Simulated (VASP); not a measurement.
Write the native input for VASP 6.6.1 that does the following.

| Item | Value |
| --- | --- |
| Task | single point |
| Functional | PBEsol |
| Potentials or basis | VASP PAW PBE potentials, release 64 (Na_pv) |
| Cutoff | 520 eV |
| k mesh | 17 × 17 × 17 |
| Occupations | fermi-dirac, width 0.1 eV |
| Spin | no spin polarisation |
| Dipole correction | no |
| Further INCAR settings | ALGO = Normal; EDIFF = 1e-06; NBANDS = 10 |

The structure of Na lies in POSCAR:

```
Na
1.0
   -2.0847913414      2.0847913414      2.0847913414
    2.0847913414     -2.0847913414      2.0847913414
    2.0847913414      2.0847913414     -2.0847913414
Na
1
Direct
    0.0000000000      0.0000000000      0.0000000000
```

These files were run (other wordings do the same):

INCAR

```
SYSTEM = Na
PREC = Accurate ; ENCUT = 520
EDIFF = 1E-6 ; ISMEAR = -1
SIGMA = 0.1 ; LREAL = .FALSE.
LASPH = .TRUE. ; NELM = 100
ALGO = Normal ; ISIF = 2
LWAVE = .FALSE. ; LCHARG = .FALSE.
GGA = PS ; NBANDS = 10
```

KPOINTS

```
Automatic mesh
0
G
  17 17 17
  0 0 0
```

Potentials or basis: VASP PAW PBE potentials, release 64 (Na_pv).

Launch:

```bash
$ cat potpaw_PBE.64/Na_pv/POTCAR > POTCAR
$ mpirun -np 1 vasp_std > vasp.out
```

Results of the run:

```yaml
Pressure: 0.0 GPa
```

Caveat: the PAW data sets were made with another functional, which shifts forces and pressure a little.

Run time: 30 s on 1 thread of Intel(R) Xeon(R) Platinum 8488C (Sapphire Rapids), with other jobs on the host, peak memory 0.18 GiB.
